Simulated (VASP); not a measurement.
# HfSi2 (Cmcm) in VASP: further runs

Runs on HfSi2. Level: r2SCAN. Tasks: single point.

Program: VASP 6.6.1. These are calculated values, not measurements. Logs are shortened: lines on timing, memory, paths and dates and some standing lists are left out, and cuts for length are marked.

### Step 1. The cell of the first run

The structure is orthorhombic, space group Cmcm (No. 63). Conventional cell: a = 3.687 Å, b = 14.804 Å, c = 3.666 Å, α = 90.00°, β = 90.00°, γ = 90.00°. Hf (site symmetry m2m) has 10 Si at 2.72 to 2.99 Å and 6 Hf at 3.65 to 3.69 Å within 3.7 Å. Within 3.2 Å of Si (site symmetry m2m) lie 2 Si at 2.40 Å and 6 Hf at 2.72 to 2.99 Å. Si (site symmetry m2m) has 8 Si at 2.60 to 3.46 Å and 4 Hf at 2.81 Å within 3.5 Å.

### Step 2. Single point, r2SCAN (16.67 Å³/atom)

File POSCAR:

```
HfSi2
1.0
    1.8435652196     -7.4022000451      0.0000000000
    1.8435652196      7.4022000451      0.0000000000
    0.0000000000      0.0000000000      3.6655670937
Hf Si
2 4
Direct
    0.8935832797      0.1064167203      0.2500000000
    0.1064167203      0.8935832797      0.7500000000
    0.5525163995      0.4474836005      0.2500000000
    0.4474836005      0.5525163995      0.7500000000
    0.2503770429      0.7496229571      0.2500000000
    0.7496229571      0.2503770429      0.7500000000
```

File INCAR.step1:

```
  PREC = Accurate
  ENCUT = 550
  ISMEAR = 0
  SIGMA = 0.1
  LREAL = F
  LASPH = T
  NELM = 120
  NBANDS = 27
  GGA = PE
  ALGO = Normal
  EDIFF = 1E-5
  LWAVE = T
  LCHARG = F
  GGA_COMPAT = F
```

File INCAR.step2:

```
  PREC = Accurate
  ENCUT = 550
  EDIFF = 1E-6
  ISMEAR = 0
  SIGMA = 0.1
  LREAL = F
  LASPH = T
  NELM = 120
  ALGO = Normal
  ISIF = 2
  LWAVE = F
  LCHARG = F
  METAGGA = R2SCAN
  LMIXTAU = T
  NBANDS = 27
  ISTART = 1
  GGA_COMPAT = F
```

File KPOINTS:

```
Automatic mesh
0
Gamma
  10 10 10
```

Potentials or basis: VASP PAW PBE potentials, release 64 (Hf_pv, Si).

On the command line:

```console
$ cat potpaw_PBE.64/Hf_pv/POTCAR potpaw_PBE.64/Si/POTCAR > POTCAR
$ cp INCAR.step1 INCAR
$ mpirun -np 1 vasp_std > vasp.out
$ cp INCAR.step2 INCAR
$ mpirun -np 1 vasp_std > vasp.out
```

OUTCAR:

```text
PREC = Accurate
   ENCUT = 550
   EDIFF = 1E-6
   ISMEAR = 0
   LREAL = F
   LASPH = T
   NELM = 120
   ISIF = 2
   METAGGA = R2SCAN
   ISTART = 1

 ion  position               nearest neighbor table
   1  0.894  0.106  0.250-   4 2.72   4 2.72   4 2.72   4 2.72   5 2.81   5 2.81   6 2.81   6 2.81
                             3 2.99   3 2.99   2 3.65   2 3.65
   2  0.106  0.894  0.750-   3 2.72   3 2.72   3 2.72   3 2.72   6 2.81   6 2.81   5 2.81   5 2.81
                             4 2.99   4 2.99   1 3.65   1 3.65
   3  0.553  0.447  0.250-   4 2.40   4 2.40   2 2.72   2 2.72   2 2.72   2 2.72   1 2.99   1 2.99

   4  0.447  0.553  0.750-   3 2.40   3 2.40   1 2.72   1 2.72   1 2.72   1 2.72   2 2.99   2 2.99

   5  0.250  0.750  0.250-   6 2.60   6 2.60   6 2.60   6 2.60   1 2.81   1 2.81   2 2.81   2 2.81

   6  0.750  0.250  0.750-   5 2.60   5 2.60   5 2.60   5 2.60   2 2.81   2 2.81   1 2.81   1 2.81

  LATTYP: Found a base centered orthorhombic cell.
 ALAT       =     3.6871304392
 B/A-ratio  =     4.0151549652
 C/A-ratio  =     0.9941517270

  Lattice vectors:

 A1 = (   1.8435652196,  -7.4022000451,   0.0000000000)
 A2 = (   1.8435652196,   7.4022000451,   0.0000000000)
 A3 = (   0.0000000000,   0.0000000000,   3.6655670937)

Analysis of symmetry for initial positions (statically):
=====================================================================
 Subroutine PRICEL returns:
 Original cell was already a primitive cell.

 Routine SETGRP: Setting up the symmetry group for a
 base centered orthorhombic supercell.

 Subroutine GETGRP returns: Found  8 space group operations
 (whereof  4 operations were pure point group operations)
 out of a pool of  8 trial point group operations.

The static configuration has the point symmetry C_2h.
 The point group associated with its full space group is D_2h.

Analysis of symmetry for dynamics (positions and initial velocities):
=====================================================================
 Subroutine PRICEL returns:
 Original cell was already a primitive cell.

 Routine SETGRP: Setting up the symmetry group for a
 base centered orthorhombic supercell.

 Subroutine GETGRP returns: Found  8 space group operations
 (whereof  4 operations were pure point group operations)
 out of a pool of  8 trial point group operations.

The dynamic configuration has the point symmetry C_2h.
 The point group associated with its full space group is D_2h.

 Subroutine INISYM returns: Found  8 space group operations
 (whereof  4 operations are pure point group operations),
 and found     1 'primitive' translations

----------------------------------------------------------------------------------------

                                     Primitive cell

  volume of cell :     100.0439

  direct lattice vectors                    reciprocal lattice vectors
     1.843565220 -7.402200045  0.000000000     0.271213622 -0.067547485  0.000000000
     1.843565220  7.402200045  0.000000000     0.271213622  0.067547485  0.000000000
     0.000000000  0.000000000  3.665567094     0.000000000  0.000000000  0.272809084

  length of vectors
     7.628322111  7.628322111  3.665567094     0.279498643  0.279498643  0.272809084

  position of ions in fractional coordinates (direct lattice)
     0.893583280  0.106416720  0.250000000
     0.106416720  0.893583280  0.750000000
     0.552516399  0.447483600  0.250000000
     0.447483600  0.552516399  0.750000000
     0.250377043  0.749622957  0.250000000
     0.749622957  0.250377043  0.750000000

  ion indices of the primitive-cell ions
   primitive index   ion index
                 1           1
                 2           2
                 3           3
                 4           4
                 5           5
                 6           6

----------------------------------------------------------------------------------------

 KPOINTS: Automatic mesh

Automatic generation of k-mesh.
 Grid dimensions read from file:
 generate k-points for:   10   10   10

 Generating k-lattice:

  Cartesian coordinates                     Fractional coordinates (reciprocal lattice)
     0.027121362 -0.006754749  0.000000000     0.100000000 -0.000000000  0.000000000
     0.027121362  0.006754749  0.000000000    -0.000000000  0.100000000  0.000000000
     0.000000000  0.000000000  0.027280908     0.000000000  0.000000000  0.100000000

  Length of vectors
     0.027949864  0.027949864  0.027280908

  Shift w.r.t. Gamma in fractional coordinates (k-lattice)
     0.000000000  0.000000000  0.000000000

 Subroutine IBZKPT returns following result:
 ===========================================

 Found    186 irreducible k-points:

 Following reciprocal coordinates:
            Coordinates               Weight
  0.000000  0.000000  0.000000      1.000000
  0.100000  0.000000  0.000000      4.000000
  0.200000  0.000000  0.000000      4.000000
  0.300000  0.000000  0.000000      4.000000
  0.400000  0.000000  0.000000      4.000000
  0.500000  0.000000  0.000000      2.000000
[... 16 lines left out ...]
  0.300000  0.300000  0.000000      2.000000
  0.400000  0.300000  0.000000      4.000000
 [... further k-points ...]
   k-points           NKPTS =    186   k-points in BZ     NKDIM =    186   number of bands    NBANDS=     27
   number of dos      NEDOS =    301   number of ions     NIONS =      6
   total plane-waves  NPLWV = 100800
   dimension x,y,z NGX =    60 NGY =   60 NGZ =   28
   dimension x,y,z NGXF=   120 NGYF=  120 NGZF=   56
   ions per type =               2   4
   NGX,Y,Z   is equivalent  to a cutoff of  13.08, 13.08, 12.70 a.u.
   NGXF,Y,Z  is equivalent  to a cutoff of  26.15, 26.15, 25.40 a.u.
 SYSTEM =  unknown system
   PREC   = accura    normal or accurate (medium, high low for compatibility)
   ISTART =      1    job   : 0-new  1-cont  2-samecut
   ICHARG =      0    charge: 1-file 2-atom 10-const
   ISPIN  =      1    spin polarized calculation?
   LNONCOLLINEAR =      F non collinear calculations
   LSORBIT =      F    spin-orbit coupling
   LASPH  =      T    aspherical Exc in radial PAW
   ENCUT  =  550.0 eV  40.42 Ry    6.36 a.u.  14.59 14.59  7.01*2*pi/ulx,y,z
   NELM   =    120;   NELMIN=  2; NELMDL=  0     # of ELM steps
   EDIFF  = 0.1E-05   stopping-criterion for ELM
   LREAL  =      F    real-space projection
   EDIFFG = 0.1E-04   stopping-criterion for IOM
   NSW    =      0    number of steps for IOM
   IBRION =     -1    ionic relax: 0-MD 1-quasi-New 2-CG
   NFREE  =      0    steps in history (QN), initial steepest desc. (CG)
   ISIF   =      2    stress and relaxation
   ISYM   =      2    0-nonsym 1-usesym 2-fastsym
   POTIM  = 0.5000    time-step for ionic-motion
   TEBEG  =    0.0;   TEEND  =   0.0 temperature during run
   PSTRESS=    0.0 pullay stress
   NELECT =      36.0000    total number of electrons
   NUPDOWN=      -1.0000    fix difference up-down
   EMIN   =  10.00;   EMAX   =-10.00  energy-range for DOS
   EFERMI =   0.00;   METHOD = LEGACY
   ISMEAR =     0;   SIGMA  =   0.10  broadening in eV -4-tet -1-fermi 0-gaus
   EFERMI_NEDOS =   21; number of points for ismear=-14 and -15
   IALGO  =     38    algorithm
   IMIX   =      4    mixing-type and parameters
     AMIX     =   0.40;   BMIX     =  1.00
     AMIX_MAG =   1.60;   BMIX_MAG =  1.00
  volume/ion in A,a.u.               =      16.67       112.52
  Fermi-wavevector in a.u.,A,eV,Ry     =   1.164427  2.200447 18.447998  1.355890
  Thomas-Fermi vector in A             =   2.300965
   LORBIT       =      0    0 simple, 1 ext, 2 COOP (PROOUT), +10 PAW based schemes
   METAGGA = R2SCAN    functional components
   LHFCALC =     F    Hartree Fock is set to
   AEXX    =    0.0000 exact exchange contribution
   IVDW    =     0    specifies the selected vdW correction
   LEPSILON=     F    determine dielectric tensor
   LRPA    =     F    only Hartree local field effects (RPA)
 non-spin polarized calculation
 Gauss-broadening in eV      SIGMA  =   0.10
  energy-cutoff  :      550.00
  volume of cell :      100.04
 maximum number of plane-waves:      2958
 NGX is ok and might be reduce to    60
   NGX = 29   NGY = 29   NGZ = 15

 number of electron      35.9999998 magnetization

 Free energy of the ion-electron system (eV)
  ---------------------------------------------------
  ext. energy  EPLUGINS =         0.00000000
  ---------------------------------------------------
  free energy    TOTEN  =      -128.71952968 eV

  energy without entropy =     -128.71354095  energy(sigma->0) =     -128.71653532

 E-fermi :   8.1655     XC(G=0): -12.0189

 val. band max:        8.1644903463   @ k =  -0.4000   0.4000   0.5000
 cond. band min:       8.1676699443   @ k =   0.5000   0.4000   0.3000
 fundamental gap:      0.0031795980
 Fermi energy:         8.1655446201

 k-point     1 :       0.0000    0.0000    0.0000
  band No.  band energies     occupation
      1     -23.9841      2.00000
      2     -23.8907      2.00000
      3     -23.8817      2.00000
      4     -23.8773      2.00000
      5     -23.8423      2.00000
      6     -23.8187      2.00000
[... 19 lines left out ...]
     26      10.9054      0.00000
     27      12.7583      0.00000

 k-point     2 :       0.1000    0.0000    0.0000
  band No.  band energies     occupation
      1     -23.9820      2.00000
      2     -23.9031      2.00000
      3     -23.8888      2.00000
      4     -23.8808      2.00000
      5     -23.8411      2.00000
      6     -23.8177      2.00000
[... 19 lines left out ...]
     26      11.9149      0.00000
     27      11.9438      0.00000

 k-point     3 :       0.2000    0.0000    0.0000
  band No.  band energies     occupation
      1     -23.9763      2.00000
      2     -23.9354      2.00000
      3     -23.9187      2.00000
      4     -23.8786      2.00000
      5     -23.8379      2.00000
      6     -23.8149      2.00000
[... 19 lines left out ...]
     26      11.7052      0.00000
     27      12.5233      0.00000

 k-point     4 :       0.3000    0.0000    0.0000
  band No.  band energies     occupation
      1     -23.9765      2.00000
      2     -23.9677      2.00000
      3     -23.9554      2.00000
      4     -23.8760      2.00000
      5     -23.8340      2.00000
      6     -23.8116      2.00000
[... 19 lines left out ...]
     26      11.9593      0.00000
     27      13.0550      0.00000

 k-point     5 :       0.4000    0.0000    0.0000
  band No.  band energies     occupation
      1     -24.0074      2.00000
      2     -23.9852      2.00000
      3     -23.9626      2.00000
      4     -23.8738      2.00000
      5     -23.8309      2.00000
      6     -23.8088      2.00000
[... 19 lines left out ...]
     26      12.0760      0.00000
     27      12.4694      0.00000

 k-point     6 :       0.5000    0.0000    0.0000
  band No.  band energies     occupation
      1     -24.0194      2.00000
      2     -23.9964      2.00000
      3     -23.9604      2.00000
      4     -23.8730      2.00000
      5     -23.8296      2.00000
      6     -23.8078      2.00000
[... 444 lines left out ...]
      1     -23.9780      2.00000
      2     -23.9034      2.00000
      3     -23.8884      2.00000
      4     -23.8849      2.00000
      5     -23.8407      2.00000
      6     -23.8180      2.00000
[... 19 lines left out ...]
     26      11.6693      0.00000
     27      12.3339      0.00000

 k-point    22 :      -0.2000    0.2000    0.0000
  band No.  band energies     occupation
      1     -23.9812      2.00000
      2     -23.8909      2.00000
      3     -23.8847      2.00000
      4     -23.8770      2.00000
      5     -23.8420      2.00000
      6     -23.8190      2.00000
[... 19 lines left out ...]
     26      10.9701      0.00000
     27      12.4743      0.00000

 k-point    23 :       0.3000    0.3000    0.0000
  band No.  band energies     occupation
      1     -24.0078      2.00000
      2     -23.9850      2.00000
      3     -23.9605      2.00000
      4     -23.8758      2.00000
      5     -23.8307      2.00000
      6     -23.8090      2.00000
[... 19 lines left out ...]
     26      11.9611      0.00000
     27      12.5276      0.00000

 k-point    24 :       0.4000    0.3000    0.0000
  band No.  band energies     occupation
      1     -23.9780      2.00000
      2     -23.9622      2.00000
      3     -23.9552      2.00000
      4     -23.8803      2.00000
      5     -23.8337      2.00000
      6     -23.8119      2.00000
[... 19 lines left out ...]
     26      12.4220      0.00000
     27      12.5076      0.00000

 [... further k-points ...]

------------------------ aborting loop because EDIFF is reached ----------------------------------------

  FORCE on cell =-STRESS in cart. coord.  units (eV):
  Direction    XX          YY          ZZ          XY          YZ          ZX
  --------------------------------------------------------------------------------------
  -------------------------------------------------------------------------------------
  Total       -2.4243520     -2.3859931     -2.4613836      0.0000000      0.0000000      0.0000000
  in kB      -38.8253853    -38.2110771    -39.4184355      0.0000000      0.0000000      0.0000000
  external PRESSURE =     -38.8182993 kB  Pullay stress =       0.0000000 kB

 VOLUME and BASIS-vectors are now :
 -----------------------------------------------------------------------------
  energy-cutoff  :      550.00
  volume of cell :      100.04
      direct lattice vectors                 reciprocal lattice vectors
     1.843565220 -7.402200045  0.000000000     0.271213622 -0.067547485  0.000000000
     1.843565220  7.402200045  0.000000000     0.271213622  0.067547485  0.000000000
     0.000000000  0.000000000  3.665567094     0.000000000  0.000000000  0.272809084

 POSITION                                       TOTAL-FORCE (eV/Angst)
 -----------------------------------------------------------------------------------
      1.84357     -5.82676      0.91639         0.000000      0.004227      0.000000
      1.84357      5.82676      2.74918         0.000000     -0.004227     -0.000000
      1.84357     -0.77747      0.91639         0.000000      0.021211     -0.000000
      1.84357      0.77747      2.74918         0.000000     -0.021211     -0.000000
      1.84357      3.69552      0.91639         0.000000      0.001224      0.000000
      1.84357     -3.69552      2.74918         0.000000     -0.001224     -0.000000
 -----------------------------------------------------------------------------------
    total drift:                                0.000000      0.000000      0.000000

  FREE ENERGIE OF THE ION-ELECTRON SYSTEM (eV)
  ---------------------------------------------------
  free  energy   TOTEN  =      -128.7195296832 eV

  energy  without entropy=     -128.7135409509  energy(sigma->0) =     -128.71653532
```

Run time: 22 min. Hardware: 1 thread of Intel Xeon 6975P-C (Granite Rapids), shared host; peak memory 0.65 GiB.

What came out:

```
Free energy            : -128.7195 eV
Pressure               : -3.9 GPa
Largest force          : 0.021 eV/Å
Band gap on the k mesh : zero (bands 18 and 19 overlap by 0.94 eV)
```

Forces in eV/Å, atoms in the order of the input:
```
Hf   0.000  0.004  0.000
Hf   0.000 -0.004  0.000
Si   0.000  0.021  0.000
Si   0.000 -0.021  0.000
Si   0.000  0.001  0.000
Si   0.000 -0.001  0.000
```

Levels at points of the mesh, in eV from the Fermi level:
```csv
k point,band 15,band 16,band 17,band 18,band 19,band 20,band 21,band 22
"(0.00, 0.00, 0.00)",-2.77,-2.77,-2.55,-0.09,1.34,1.46,1.67,2.01
"(0.50, 0.00, 0.00)",-2.26,-1.60,-0.90,-0.56,-0.40,0.79,0.88,2.15
"(0.50, 0.50, 0.00)",-2.89,-2.36,-1.71,0.40,1.36,1.40,1.70,1.99
"(0.00, 0.00, 0.50)",-2.04,-2.04,-0.16,-0.16,-0.13,-0.13,1.67,1.67
"(0.50, 0.00, 0.50)",-3.87,-3.87,-2.56,-2.56,1.97,1.97,2.93,2.93
"(0.50, 0.50, 0.50)",-2.36,-2.36,-1.00,-1.00,0.01,0.01,2.56,2.56
```

Caveat: the cell stands under tension; the PAW data sets were made with another functional, which shifts forces and pressure a little; spin-orbit coupling is left out, which moves the levels of the heavy elements.

### Step 3. Single point, r2SCAN (15.70 Å³/atom)

This run uses another cell than the first one, of 15.70 Å³/atom.

File POSCAR:

```
HfSi2
1.0
    1.8128151881     -7.1830752711      0.0000000000
    1.8128151881      7.1830752711      0.0000000000
    0.0000000000      0.0000000000      3.6176875734
Hf Si
2 4
Direct
    0.8949348553      0.1050651447      0.2500000000
    0.1050651447      0.8949348553      0.7500000000
    0.5538095587      0.4461904413      0.2500000000
    0.4461904413      0.5538095587      0.7500000000
    0.2501840808      0.7498159192      0.2500000000
    0.7498159192      0.2501840808      0.7500000000
```

File INCAR.step1:

```
  ALGO = Normal
  EDIFF = 1E-5
  ENCUT = 550
  GGA = PE
  GGA_COMPAT = F
  ISMEAR = 0
  LASPH = T
  LCHARG = F
  LREAL = F
  LWAVE = T
  NBANDS = 27
  NELM = 120
  PREC = Accurate
  SIGMA = 0.1
```

File INCAR.step2:

```
  ALGO = Normal
  EDIFF = 1E-6
  ENCUT = 550
  GGA_COMPAT = F
  ISIF = 2
  ISMEAR = 0
  ISTART = 1
  LASPH = T
  LCHARG = F
  LMIXTAU = T
  LREAL = F
  LWAVE = F
  METAGGA = R2SCAN
  NBANDS = 27
  NELM = 120
  PREC = Accurate
  SIGMA = 0.1
```

File KPOINTS:

```
k-points
0
Gamma
  10 10 10
```

Potentials or basis: VASP PAW PBE potentials, release 64 (Hf_pv, Si).

On the command line:

```console
$ cat potpaw_PBE.64/Hf_pv/POTCAR potpaw_PBE.64/Si/POTCAR > POTCAR
$ cp INCAR.step1 INCAR
$ mpirun -np 1 vasp_std > vasp.out
$ cp INCAR.step2 INCAR
$ mpirun -np 1 vasp_std > vasp.out
```

It took 1.7 h on 1 thread of Oxide Virtual Turin-like, shared host; peak memory 0.6 GiB.

Results (log left out):

* Free energy: -128.7185 eV
* Pressure: 4.2 GPa
* Largest force: 0.022 eV/Å
* Band gap on the k mesh: zero (bands 18 and 19 overlap by 1.10 eV)

Forces in eV/Å, atoms in the order of the input:
```
Hf   0.000  0.002  0.000
Hf   0.000 -0.002  0.000
Si   0.000  0.022  0.000
Si   0.000 -0.022  0.000
Si   0.000  0.000  0.000
Si   0.000  0.000  0.000
```

Stress tensor (GPa, compression positive):
```
4.28 0.00 0.00
0.00 4.24 0.00
0.00 0.00 4.05
```

Levels at points of the mesh, in eV from the Fermi level:
```csv
k point,band 16,band 17,band 18,band 19,band 20,band 21
"(0.00, 0.00, 0.00)",-2.81,-2.79,0.08,1.30,1.38,1.81
"(0.50, 0.00, 0.00)",-1.81,-0.96,-0.65,-0.51,0.94,0.97
"(0.50, 0.50, 0.00)",-2.40,-1.73,0.59,1.26,1.45,1.62
"(0.00, 0.00, 0.50)",-2.20,-0.12,-0.12,0.06,0.06,1.73
"(0.50, 0.00, 0.50)",-3.90,-2.73,-2.73,2.20,2.20,3.08
"(0.50, 0.50, 0.50)",-2.56,-1.09,-1.09,0.13,0.13,2.67
```

Caveat: the cell stands under pressure; the PAW data sets were made with another functional, which shifts forces and pressure a little; spin-orbit coupling is left out, which moves the levels of the heavy elements.
